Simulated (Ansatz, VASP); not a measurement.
# One calculation of BAs, two programs

```xyz
2
Lattice="0.0000 2.4329 2.4329 2.4329 0.0000 2.4329 2.4329 2.4329 0.0000" Properties=species:S:1:pos:R:3 pbc="T T T"
B     0.0000    0.0000    0.0000
As    1.2164    1.2164    1.2164
```

Alike in both runs: task single point; functional HSE06; k mesh 6 × 6 × 6; occupations gaussian, width 0.02 eV; no spin polarisation.

```csv
,VASP,Ansatz
version,VASP 6.6.1,Ansatz 0.2.0
potentials or method,"VASP PAW PBE potentials, release 64 (B, As), cutoff 520 eV","scalar-relativistic, plane waves, PAW"
valence electrons in the cell,8,18
```

```tsv
	VASP	Ansatz	Ansatz less VASP
gap on the k mesh at the Fermi level (eV)	1.99	1.98	-0.009
least direct gap on the mesh (eV)	4.04	4.05	+0.003
pressure (GPa)	-7.7	-7.6	+0.16
```

With one functional, cell and mesh, what is left measures potentials, basis and numerics. VASP's potentials hold 8 valence electrons a cell and Ansatz's 18, so a difference there can come from the potentials and not from the codes. Ansatz's warnings: stress exchange threshold loose, stress scf threshold loose.
